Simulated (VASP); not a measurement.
# RuPt2: single point with PBE

RuPt2:

```
Ru Pt
1.0
     3.97926    0.00000    0.00000
    -1.98963    3.44614    0.00000
     0.00000    0.00000    3.37283
Ru Pt
1 2
Cartesian
  0.0000 0.0000 0.0000
  0.0000 2.2974 0.0000
  1.9896 1.1487 0.0000
```

```
Program                : VASP 6.6.1
Task                   : single point
Functional             : PBE
Potentials or basis    : VASP PAW PBE potentials, release 64 (Ru_pv, Pt)
Cutoff                 : 520 eV
k mesh                 : 6 × 6 × 6
Occupations            : gaussian, width 0.1 eV
Spin                   : no spin polarisation
Dipole correction      : no
Further INCAR settings : ALGO = Normal; EDIFF = 1e-07; NBANDS = 24
```

```
Pressure               : 120.3 GPa
Band gap on the k mesh : zero (band 17 reaches 11.60 eV, above the bottom of band 18 at 9.67 eV)
```

Stress tensor (GPa, compression positive):
```
180.28   0.00   0.00
  0.00 180.28   0.00
  0.00   0.00   0.34
```

Levels at points of the mesh, in eV from the Fermi level:
```csv
k point,band 13,band 14,band 15,band 16,band 17,band 18,band 19,band 20,band 21,band 22
"(0.00, 0.00, 0.00)",-4.05,-3.74,-3.74,-2.26,-1.23,1.13,1.13,5.77,9.05,9.88
"(0.50, 0.00, 0.00)",-3.99,-2.00,-1.10,-0.40,0.02,0.38,1.29,2.70,3.66,10.64
"(0.00, 0.00, 0.50)",-3.58,-3.58,-2.43,-1.84,-0.60,0.59,0.97,0.97,10.39,10.66
"(0.50, 0.00, 0.50)",-1.15,-0.73,-0.60,-0.31,0.59,1.06,2.23,3.66,4.26,4.31
```

Wall time 33 s on 1 thread of Intel(R) Xeon(R) Platinum 8259CL CPU @ 2.50GHz (Skylake/Cascade Lake) (shared host), peak memory 0.18 GiB.

Caveat: spin-orbit coupling is left out, which moves the levels of the heavy elements.
